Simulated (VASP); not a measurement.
# Ir (Fm-3m) in VASP: further runs

Ir is run at these levels: PBEsol; tasks: single point.

Program: VASP 6.6.1. These are calculated values, not measurements. Logs are shortened: lines on timing, memory, paths and dates and some standing lists are left out, and cuts for length are marked.

### Step 1. The cell of the first run

It takes space group Fm-3m (No. 225, cubic). Conventional cell: a = 3.831 Å, b = 3.831 Å, c = 3.831 Å, α = 90.00°, β = 90.00°, γ = 90.00°. Ir (site symmetry m-3m) has 12 Ir at 2.71 Å within 3.6 Å.

### Step 2. Single point, PBEsol

File INCAR:

```
ALGO = Normal
EDIFF = 1E-6
ENCUT = 560
GGA = PS
GGA_COMPAT = False
ISIF = 2
ISMEAR = 0
LASPH = True
LCHARG = True
LELF = True
LREAL = False
LVHAR = True
LWAVE = False
NBANDS = 14
NELM = 120
PREC = Accurate
SIGMA = 0.1
```

File KPOINTS:

```
k-points
0
Gamma
  8 8 8
```

File POSCAR:

```
Ir
1.0
    0.0000000000      1.9156000000      1.9156000000
    1.9156000000      0.0000000000      1.9156000000
    1.9156000000      1.9156000000      0.0000000000
Ir
1
Direct
    0.0000000000      0.0000000000      0.0000000000
```

Potentials or basis: VASP PAW PBE potentials, release 64 (Ir_sv_GW).

Run with:

```console
cat potpaw_PBE.64/Ir_sv_GW/POTCAR > POTCAR
mpirun -np 1 vasp_std > vasp.out
```

OUTCAR:

```text
EDIFF = 1E-6
   ENCUT = 560
   GGA = PS
   ISIF = 2
   ISMEAR = 0
   LASPH = True
   LREAL = False
   NELM = 120
   PREC = Accurate

 ion  position               nearest neighbor table
   1  0.000  0.000  0.000-

  LATTYP: Found a face centered cubic cell.
 ALAT       =     3.8312000000

  Lattice vectors:

 A1 = (   0.0000000000,   1.9156000000,   1.9156000000)
 A2 = (   1.9156000000,   0.0000000000,   1.9156000000)
 A3 = (   1.9156000000,   1.9156000000,   0.0000000000)

Analysis of symmetry for initial positions (statically):
=====================================================================
 Subroutine PRICEL returns:
 Original cell was already a primitive cell.

 Routine SETGRP: Setting up the symmetry group for a
 face centered cubic supercell.

 Subroutine GETGRP returns: Found 48 space group operations
 (whereof 48 operations were pure point group operations)
 out of a pool of 48 trial point group operations.

The static configuration has the point symmetry O_h .

Analysis of symmetry for dynamics (positions and initial velocities):
=====================================================================
 Subroutine PRICEL returns:
 Original cell was already a primitive cell.

 Routine SETGRP: Setting up the symmetry group for a
 face centered cubic supercell.

 Subroutine GETGRP returns: Found 48 space group operations
 (whereof 48 operations were pure point group operations)
 out of a pool of 48 trial point group operations.

The dynamic configuration has the point symmetry O_h .

 Subroutine INISYM returns: Found 48 space group operations
 (whereof 48 operations are pure point group operations),
 and found     1 'primitive' translations

----------------------------------------------------------------------------------------

                                     Primitive cell

  volume of cell :      14.0587

  direct lattice vectors                    reciprocal lattice vectors
     0.000000000  1.915600000  1.915600000    -0.261014826  0.261014826  0.261014826
     1.915600000  0.000000000  1.915600000     0.261014826 -0.261014826  0.261014826
     1.915600000  1.915600000  0.000000000     0.261014826  0.261014826 -0.261014826

  length of vectors
     2.709067500  2.709067500  2.709067500     0.452090940  0.452090940  0.452090940

  position of ions in fractional coordinates (direct lattice)
     0.000000000  0.000000000  0.000000000

  ion indices of the primitive-cell ions
   primitive index   ion index
                 1           1

[... 78 lines left out ...]
   ISYM   =      2    0-nonsym 1-usesym 2-fastsym
   POTIM  = 0.5000    time-step for ionic-motion
   TEBEG  =    0.0;   TEEND  =   0.0 temperature during run
   PSTRESS=    0.0 pullay stress
   NELECT =      17.0000    total number of electrons
   NUPDOWN=      -1.0000    fix difference up-down
   EMIN   =  10.00;   EMAX   =-10.00  energy-range for DOS
   EFERMI =   0.00;   METHOD = LEGACY
   ISMEAR =     0;   SIGMA  =   0.10  broadening in eV -4-tet -1-fermi 0-gaus
   EFERMI_NEDOS =   21; number of points for ismear=-14 and -15
   IALGO  =     38    algorithm
   IMIX   =      4    mixing-type and parameters
     AMIX     =   0.40;   BMIX     =  1.00
     AMIX_MAG =   1.60;   BMIX_MAG =  1.00
  volume/ion in A,a.u.               =      14.06        94.87
  Fermi-wavevector in a.u.,A,eV,Ry     =   1.744120  3.295909 41.388295  3.041954
  Thomas-Fermi vector in A             =   2.816061
   LORBIT       =      0    0 simple, 1 ext, 2 COOP (PROOUT), +10 PAW based schemes
   GGA     = PS    functional components
   LHFCALC =     F    Hartree Fock is set to
   AEXX    =    0.0000 exact exchange contribution
   IVDW    =     0    specifies the selected vdW correction
   LEPSILON=     F    determine dielectric tensor
   LRPA    =     F    only Hartree local field effects (RPA)
 non-spin polarized calculation
 Gauss-broadening in eV      SIGMA  =   0.10
  energy-cutoff  :      560.00
  volume of cell :       14.06
 maximum number of plane-waves:       444
 NGX is ok and might be reduce to    24
   NGX = 11   NGY = 11   NGZ = 11

 number of electron      17.0000000 magnetization

 Free energy of the ion-electron system (eV)
  ---------------------------------------------------
  ext. energy  EPLUGINS =         0.00000000
  ---------------------------------------------------
  free energy    TOTEN  =       -10.32487407 eV

  energy without entropy =      -10.31582254  energy(sigma->0) =      -10.32034831

 E-fermi :  12.9112     XC(G=0): -14.7454

 val. band max:       12.8691139468   @ k =  -0.3750   0.1250   0.0000
 cond. band min:      12.9324638416   @ k =  -0.3750   0.2500   0.0000
 fundamental gap:      0.0633498948
 Fermi energy:        12.9111813043

 k-point     1 :       0.0000    0.0000    0.0000
  band No.  band energies     occupation
      1     -80.1756      2.00000
      2     -36.5532      2.00000
      3     -36.5532      2.00000
      4     -36.5532      2.00000
      5       1.6170      2.00000
      6       8.9227      2.00000
      7       8.9227      2.00000
      8       8.9227      2.00000
      9      11.6765      2.00000
     10      11.6765      2.00000
     11      26.4113      0.00000
     12      31.9737      0.00000
     13      31.9737      0.00000
     14      31.9737      0.00000
[... 377 lines left out ...]
      1     -80.0974      2.00000
      2     -37.2510      2.00000
      3     -36.8793      2.00000
      4     -36.7353      2.00000
      5       6.1494      2.00000
      6       7.5618      2.00000
      7       9.1976      2.00000
      8      10.2503      2.00000
      9      13.4485      0.00000
     10      18.0496      0.00000
     11      19.5135      0.00000
     12      28.2982      0.00000
     13      28.6645      0.00000
     14      32.1286      0.00000

 [... further k-points ...]
[... 5 lines left out ...]
  --------------------------------------------------------------------------------------
  -------------------------------------------------------------------------------------
  Total       -0.0557982     -0.0557982     -0.0557982      0.0000000     -0.0000000      0.0000000
  in kB       -6.3589577     -6.3589577     -6.3589577      0.0000000     -0.0000000      0.0000000
  external PRESSURE =      -6.3589577 kB  Pullay stress =       0.0000000 kB

 VOLUME and BASIS-vectors are now :
 -----------------------------------------------------------------------------
  energy-cutoff  :      560.00
  volume of cell :       14.06
      direct lattice vectors                 reciprocal lattice vectors
     0.000000000  1.915600000  1.915600000    -0.261014826  0.261014826  0.261014826
     1.915600000  0.000000000  1.915600000     0.261014826 -0.261014826  0.261014826
     1.915600000  1.915600000  0.000000000     0.261014826  0.261014826 -0.261014826

 POSITION                                       TOTAL-FORCE (eV/Angst)
 -----------------------------------------------------------------------------------
      0.00000      0.00000      0.00000         0.000000     -0.000000      0.000000
 -----------------------------------------------------------------------------------
    total drift:                               -0.000000      0.000000     -0.000000

  FREE ENERGIE OF THE ION-ELECTRON SYSTEM (eV)
  ---------------------------------------------------
  free  energy   TOTEN  =       -10.3248740729 eV

  energy  without entropy=      -10.3158225384  energy(sigma->0) =      -10.32034831
```

stdout:

```text
POSCAR found type information on POSCAR Ir
 POSCAR found :  1 types and       1 ions
 scaLAPACK will be used
 -----------------------------------------------------------------------------
|                                                                             |
|                                                                             |
|     You enforced a specific xc type in the INCAR file but a different       |
|     I HOPE YOU KNOW WHAT YOU ARE DOING!                                     |
|                                                                             |
 -----------------------------------------------------------------------------

 LDA part: xc-table for (Slater+PW92), standard interpolation
 POSCAR, INCAR and KPOINTS ok, starting setup
 FFT: planning ... GRIDC
 FFT: planning ... GRID_SOFT
 FFT: planning ... GRID
 WAVECAR not read
 entering main loop
```

Wall time 8 s (1 thread of Intel Xeon Platinum 8259CL at 2.50GHz (Skylake/Cascade Lake), shared host); peak memory 0.14 GiB.

What came out:

| Quantity | Value |
| --- | --- |
| Free energy | -10.3249 eV |
| Pressure | -0.6 GPa |
| Band gap on the k mesh | zero (an odd number of electrons rules out a gap without spin polarisation) |

Caveat: the PAW data sets were made with another functional, which shifts forces and pressure a little; spin-orbit coupling is left out, which moves the levels of the heavy elements.

### Step 3. Single point, PBEsol

File INCAR:

```
SYSTEM = Ir
ALGO = Normal ; EDIFF = 1E-6
ENCUT = 560 ; GGA = PS
GGA_COMPAT = .FALSE. ; ISIF = 2
ISMEAR = 0 ; LASPH = .TRUE.
LCHARG = .FALSE. ; LREAL = .FALSE.
LWAVE = .FALSE. ; NBANDS = 14
NELM = 120 ; PREC = Accurate
SIGMA = 0.1
```

File KPOINTS:

```
k-points
0
G
  18 18 18
  0 0 0
```

File POSCAR:

```
Ir
1.0
    0.0000000000      1.9151294138      1.9151294138
    1.9151294138      0.0000000000      1.9151294138
    1.9151294138      1.9151294138      0.0000000000
Ir
1
Direct
    0.0000000000      0.0000000000      0.0000000000
```

Potentials or basis: VASP PAW PBE potentials, release 64 (Ir_sv_GW).

Run with:

```console
cat potpaw_PBE.64/Ir_sv_GW/POTCAR > POTCAR
mpirun -np 1 vasp_std > vasp.out
```

It took 25 s on 1 thread of AMD EPYC 9R45 (Zen 5), shared host; peak memory 0.15 GiB.

Results (log left out):

```
Free energy            : -10.4028 eV
Pressure               : -1.9 GPa
Band gap on the k mesh : zero (an odd number of electrons rules out a gap without spin polarisation)
```

Levels at points of the mesh, in eV from the Fermi level:
```tsv
k point	band 5	band 6	band 7	band 8	band 9	band 10	band 11	band 12
(0.00, 0.00, 0.00)	-11.29	-3.97	-3.97	-3.97	-1.23	-1.23	13.53	19.07
(0.50, 0.00, 0.00)	-8.24	-4.08	-4.08	-0.86	0.89	0.89	7.28	13.19
(0.50, 0.50, 0.00)	-8.05	-7.47	0.87	1.47	1.47	1.61	10.55	11.44
```

Caveat: the PAW data sets were made with another functional, which shifts forces and pressure a little; spin-orbit coupling is left out, which moves the levels of the heavy elements.

The gap in the log of VASP goes by the Fermi energy; the results here count the filled bands.